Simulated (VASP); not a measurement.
# Ba3SbS2 (P6/mmm) in VASP: single point with PBE

Aim: the single point of Ba3SbS2 with PBE.

All numbers are computed with VASP 6.6.1; they aren't measurements. Logs are shortened: lines on timing, memory, paths and dates and some standing lists are left out, and cuts for length are marked.

## (1) The cell of the first run

It takes space group P6/mmm (No. 191, hexagonal). The conventional cell has a = 6.464 Å, b = 6.464 Å, c = 5.341 Å, α = 90.00°, β = 90.00°, γ = 120.00°. Within 4.3 Å of Ba (site symmetry mmm) lie 4 Ba at 3.23 Å and 4 S at 3.26 Å and 4 Sb at 4.19 Å. Within 4.9 Å of Sb (site symmetry 6/mmm) lie 6 S at 3.73 Å and 12 Ba at 4.19 Å. Within 4.3 Å of S (site symmetry -6m2) lie 6 Ba at 3.26 Å and 3 S at 3.73 Å and 3 Sb at 3.73 Å.

The cell was generated, and may not be a known phase.

## (2) Single point, PBE

INCAR reads:

```
SYSTEM = Ba3SbS2
PREC = Accurate
ENCUT = 500
EDIFF = 1E-6
ISMEAR = 0
SIGMA = 0.1
LREAL = .FALSE.
LASPH = .TRUE.
NELM = 120
ALGO = Normal
ISIF = 2
LWAVE = .FALSE.
LCHARG = .FALSE.
GGA = PE
NBANDS = 38
GGA_COMPAT = .FALSE.
```

KPOINTS reads:

```
regular mesh
0
G
  3 3 4
  0 0 0
```

POSCAR reads:

```
Ba3SbS2
1.0
    6.4642753900      0.0000000000      0.0000000000
   -3.2321377000      5.5982267100      0.0000000000
    0.0000000000      0.0000000000      5.3410219600
Ba Sb S
3 1 2
Direct
    0.5000000000      0.5000000000      0.5000000000
    0.5000000000      0.0000000000      0.5000000000
    0.0000000000      0.5000000000      0.5000000000
    0.0000000000      0.0000000000      0.0000000000
    0.6666666700      0.3333333300      0.0000000000
    0.3333333300      0.6666666700      0.0000000000
```

Potentials or basis: VASP PAW PBE potentials, release 64 (Ba_sv, Sb_d_GW, S).

Run with:

```sh
$ cat potpaw_PBE.64/Ba_sv/POTCAR potpaw_PBE.64/Sb_d_GW/POTCAR potpaw_PBE.64/S/POTCAR > POTCAR
$ mpirun -np 1 vasp_std > vasp.out
```

OUTCAR:

```text
SYSTEM = Ba3SbS2
   PREC = Accurate
   ENCUT = 500
   EDIFF = 1E-6
   ISMEAR = 0
   LREAL = .FALSE.
   LASPH = .TRUE.
   NELM = 120
   ISIF = 2
   GGA = PE

 ion  position               nearest neighbor table
   1  0.500  0.500  0.500-   3 3.23   3 3.23   2 3.23   2 3.23   5 3.26   6 3.26   5 3.26   6 3.26

   2  0.500  0.000  0.500-   3 3.23   3 3.23   1 3.23   1 3.23   5 3.26   6 3.26   5 3.26   6 3.26

   3  0.000  0.500  0.500-   1 3.23   1 3.23   2 3.23   2 3.23   5 3.26   6 3.26   5 3.26   6 3.26

   4  0.000  0.000  0.000-
   5  0.667  0.333  0.000-   3 3.26   3 3.26   2 3.26   2 3.26   1 3.26   1 3.26
   6  0.333  0.667  0.000-   3 3.26   3 3.26   2 3.26   2 3.26   1 3.26   1 3.26

  LATTYP: Found a hexagonal cell.
 ALAT       =     6.4642753900
 C/A-ratio  =     0.8262367609

  Lattice vectors:

 A1 = (   6.4642753900,   0.0000000000,   0.0000000000)
 A2 = (  -3.2321377000,   5.5982267100,   0.0000000000)
 A3 = (   0.0000000000,   0.0000000000,   5.3410219600)

Analysis of symmetry for initial positions (statically):
=====================================================================
 Subroutine PRICEL returns:
 Original cell was already a primitive cell.

 Routine SETGRP: Setting up the symmetry group for a
 hexagonal supercell.

 Subroutine GETGRP returns: Found 24 space group operations
 (whereof 24 operations were pure point group operations)
 out of a pool of 24 trial point group operations.

The static configuration has the point symmetry D_6h.

Analysis of symmetry for dynamics (positions and initial velocities):
=====================================================================
 Subroutine PRICEL returns:
 Original cell was already a primitive cell.

 Routine SETGRP: Setting up the symmetry group for a
 hexagonal supercell.

 Subroutine GETGRP returns: Found 24 space group operations
 (whereof 24 operations were pure point group operations)
 out of a pool of 24 trial point group operations.

The dynamic configuration has the point symmetry D_6h.

 Subroutine INISYM returns: Found 24 space group operations
 (whereof 24 operations are pure point group operations),
 and found     1 'primitive' translations

----------------------------------------------------------------------------------------

                                     Primitive cell

  volume of cell :     193.2835

  direct lattice vectors                    reciprocal lattice vectors
     6.464275390  0.000000000  0.000000000     0.154696380  0.089313996  0.000000000
    -3.232137700  5.598226710  0.000000000     0.000000000  0.178627993  0.000000000
     0.000000000  0.000000000  5.341021960     0.000000000  0.000000000  0.187230086

  length of vectors
     6.464275390  6.464275397  5.341021960     0.178627993  0.178627993  0.187230086

  position of ions in fractional coordinates (direct lattice)
     0.500000000  0.500000000  0.500000000
     0.500000000  0.000000000  0.500000000
     0.000000000  0.500000000  0.500000000
     0.000000000  0.000000000  0.000000000
     0.666666670  0.333333330  0.000000000
     0.333333330  0.666666670  0.000000000

  ion indices of the primitive-cell ions
   primitive index   ion index
                 1           1
                 2           2
                 3           3
                 4           4
                 5           5
                 6           6

----------------------------------------------------------------------------------------

 KPOINTS: regular mesh

Automatic generation of k-mesh.
 Grid dimensions read from file:
 generate k-points for:    3    3    4

 Generating k-lattice:

  Cartesian coordinates                     Fractional coordinates (reciprocal lattice)
     0.051565460  0.029771332  0.000000000     0.333333333  0.000000000  0.000000000
     0.000000000  0.059542664  0.000000000     0.000000000  0.333333333  0.000000000
     0.000000000  0.000000000  0.046807521     0.000000000  0.000000000  0.250000000

  Length of vectors
     0.059542664  0.059542664  0.046807521

  Shift w.r.t. Gamma in fractional coordinates (k-lattice)
     0.000000000  0.000000000  0.000000000

 Subroutine IBZKPT returns following result:
 ===========================================

 Found      9 irreducible k-points:

 Following reciprocal coordinates:
            Coordinates               Weight
  0.000000  0.000000  0.000000      1.000000
  0.333333  0.000000  0.000000      6.000000
  0.333333  0.333333  0.000000      2.000000
  0.000000  0.000000  0.250000      2.000000
  0.333333  0.000000  0.250000     12.000000
  0.333333  0.333333  0.250000      4.000000
  0.000000  0.000000  0.500000      1.000000
  0.333333  0.000000  0.500000      6.000000
  0.333333  0.333333  0.500000      2.000000
   k-points           NKPTS =      9   k-points in BZ     NKDIM =      9   number of bands    NBANDS=     38
   number of dos      NEDOS =    301   number of ions     NIONS =      6
   total plane-waves  NPLWV =  92160
   dimension x,y,z NGX =    48 NGY =   48 NGZ =   40
   dimension x,y,z NGXF=    96 NGYF=   96 NGZF=   80
   ions per type =               3   1   2
   NGX,Y,Z   is equivalent  to a cutoff of  12.34, 12.34, 12.45 a.u.
   NGXF,Y,Z  is equivalent  to a cutoff of  24.69, 24.69, 24.90 a.u.
 SYSTEM =  Ba3SbS2
   PREC   = accura    normal or accurate (medium, high low for compatibility)
   ISTART =      0    job   : 0-new  1-cont  2-samecut
   ICHARG =      2    charge: 1-file 2-atom 10-const
   ISPIN  =      1    spin polarized calculation?
   LNONCOLLINEAR =      F non collinear calculations
   LSORBIT =      F    spin-orbit coupling
   LASPH  =      T    aspherical Exc in radial PAW
   ENCUT  =  500.0 eV  36.75 Ry    6.06 a.u.  11.79 11.79  9.74*2*pi/ulx,y,z
   NELM   =    120;   NELMIN=  2; NELMDL= -5     # of ELM steps
   EDIFF  = 0.1E-05   stopping-criterion for ELM
   LREAL  =      F    real-space projection
   EDIFFG = 0.1E-04   stopping-criterion for IOM
   NSW    =      0    number of steps for IOM
   IBRION =     -1    ionic relax: 0-MD 1-quasi-New 2-CG
   NFREE  =      0    steps in history (QN), initial steepest desc. (CG)
   ISIF   =      2    stress and relaxation
   ISYM   =      2    0-nonsym 1-usesym 2-fastsym
   POTIM  = 0.5000    time-step for ionic-motion
   TEBEG  =    0.0;   TEEND  =   0.0 temperature during run
   PSTRESS=    0.0 pullay stress
   NELECT =      57.0000    total number of electrons
   NUPDOWN=      -1.0000    fix difference up-down
   EMIN   =  10.00;   EMAX   =-10.00  energy-range for DOS
   EFERMI =   0.00;   METHOD = LEGACY
   ISMEAR =     0;   SIGMA  =   0.10  broadening in eV -4-tet -1-fermi 0-gaus
   EFERMI_NEDOS =   21; number of points for ismear=-14 and -15
   IALGO  =     38    algorithm
   IMIX   =      4    mixing-type and parameters
     AMIX     =   0.40;   BMIX     =  1.00
     AMIX_MAG =   1.60;   BMIX_MAG =  1.00
  volume/ion in A,a.u.               =      32.21       217.39
  Fermi-wavevector in a.u.,A,eV,Ry     =   1.089686  2.059209 16.155783  1.187417
  Thomas-Fermi vector in A             =   2.225895
   LORBIT       =      0    0 simple, 1 ext, 2 COOP (PROOUT), +10 PAW based schemes
   GGA     = PE    functional components
   LHFCALC =     F    Hartree Fock is set to
   AEXX    =    0.0000 exact exchange contribution
   IVDW    =     0    specifies the selected vdW correction
   LEPSILON=     F    determine dielectric tensor
   LRPA    =     F    only Hartree local field effects (RPA)
 non-spin polarized calculation
 Gauss-broadening in eV      SIGMA  =   0.10
  energy-cutoff  :      500.00
  volume of cell :      193.28
 maximum number of plane-waves:      4957
 NGX is ok and might be reduce to    48
   NGX = 23   NGY = 23   NGZ = 19

 number of electron      56.9999997 magnetization

 Free energy of the ion-electron system (eV)
  ---------------------------------------------------
  ext. energy  EPLUGINS =         0.00000000
  ---------------------------------------------------
  free energy    TOTEN  =       -20.55424759 eV

  energy without entropy =      -20.52158056  energy(sigma->0) =      -20.53791408

 E-fermi :   3.7319     XC(G=0):  -9.1634

 val. band max:        3.7036679497   @ k =   0.3333   0.0000   0.2500
 cond. band min:       3.8327947527   @ k =   0.0000   0.0000   0.5000
 fundamental gap:      0.1291268030
 Fermi energy:         3.7319104185

 k-point     1 :       0.0000    0.0000    0.0000
  band No.  band energies     occupation
      1     -25.4203      2.00000
      2     -25.1490      2.00000
      3     -25.1490      2.00000
      4     -25.0555      2.00000
      5     -25.0555      2.00000
      6     -25.0164      2.00000
[... 30 lines left out ...]
     37       8.4012      0.00000
     38       8.9621      0.00000

 k-point     2 :       0.3333    0.0000    0.0000
  band No.  band energies     occupation
      1     -25.2840      2.00000
      2     -25.1490      2.00000
      3     -25.1489      2.00000
      4     -25.0555      2.00000
      5     -25.0555      2.00000
      6     -25.0164      2.00000
[... 30 lines left out ...]
     37       7.4284      0.00000
     38       8.0961      0.00000

 k-point     3 :       0.3333    0.3333    0.0000
  band No.  band energies     occupation
      1     -25.1491      2.00000
      2     -25.1491      2.00000
      3     -25.0881      2.00000
      4     -25.0881      2.00000
      5     -25.0555      2.00000
      6     -25.0555      2.00000
[... 30 lines left out ...]
     37       6.2600      0.00000
[... 166 lines left out ...]
 k-point     8 :       0.3333    0.0000    0.5000
  band No.  band energies     occupation
      1     -25.2816      2.00000
      2     -25.1488      2.00000
      3     -25.1488      2.00000
      4     -25.0557      2.00000
      5     -25.0553      2.00000
      6     -25.0162      2.00000
[... 30 lines left out ...]
     37       7.2046      0.00000
     38       7.4941      0.00000

 k-point     9 :       0.3333    0.3333    0.5000
  band No.  band energies     occupation
      1     -25.1488      2.00000
      2     -25.1488      2.00000
      3     -25.0897      2.00000
      4     -25.0897      2.00000
      5     -25.0519      2.00000
      6     -25.0519      2.00000
[... 30 lines left out ...]
     37       6.3467      0.00000
     38       7.2380      0.00000

------------------------ aborting loop because EDIFF is reached ----------------------------------------

  FORCE on cell =-STRESS in cart. coord.  units (eV):
  Direction    XX          YY          ZZ          XY          YZ          ZX
  --------------------------------------------------------------------------------------
  -------------------------------------------------------------------------------------
  Total       10.6632399     10.6632399    -14.6595198     -0.0000000      0.0000000      0.0000000
  in kB       88.3903932     88.3903934   -121.5166060     -0.0000001      0.0000000      0.0000000
  external PRESSURE =      18.4213935 kB  Pullay stress =       0.0000000 kB

 VOLUME and BASIS-vectors are now :
 -----------------------------------------------------------------------------
  energy-cutoff  :      500.00
  volume of cell :      193.28
      direct lattice vectors                 reciprocal lattice vectors
     6.464275390  0.000000000  0.000000000     0.154696380  0.089313996  0.000000000
    -3.232137700  5.598226710  0.000000000     0.000000000  0.178627993  0.000000000
     0.000000000  0.000000000  5.341021960     0.000000000  0.000000000  0.187230086

 POSITION                                       TOTAL-FORCE (eV/Angst)
 -----------------------------------------------------------------------------------
      1.61607      2.79911      2.67051        -0.000000      0.000000      0.000000
      3.23214      0.00000      2.67051        -0.000000      0.000000      0.000000
     -1.61607      2.79911      2.67051        -0.000000      0.000000      0.000000
      0.00000      0.00000      0.00000        -0.000000      0.000000      0.000000
      3.23214      1.86608      0.00000        -0.000000      0.000000      0.000000
     -0.00000      3.73215      0.00000         0.000000      0.000000      0.000000
 -----------------------------------------------------------------------------------
    total drift:                               -0.000000     -0.000000     -0.000000

  FREE ENERGIE OF THE ION-ELECTRON SYSTEM (eV)
  ---------------------------------------------------
  free  energy   TOTEN  =       -20.5542475949 eV

  energy  without entropy=      -20.5215805582  energy(sigma->0) =      -20.53791408
```

It took 61 s on 1 thread of AMD EPYC 7R13 (Zen 3), shared host; peak memory 0.3 GiB.

Results:

```yaml
Free_energy: -20.5542 eV
Pressure: 1.8 GPa
Band_gap_on_the_k_mesh: zero (an odd number of electrons rules out a gap without spin polarisation)
```

Stress tensor (GPa, compression positive):
```
  8.84   0.00   0.00
  0.00   8.84   0.00
  0.00   0.00 -12.15
```

Caveat: the k points lie up to 0.37 Å⁻¹ apart, too coarse for converged energies and pressures of a metal; spin-orbit coupling is left out, which moves the levels of the heavy elements; an odd number of electrons without spin polarisation forces a metal; a magnetic or distorted state may lie lower.

The gap in the log of VASP goes by the Fermi energy; the results here count the filled bands.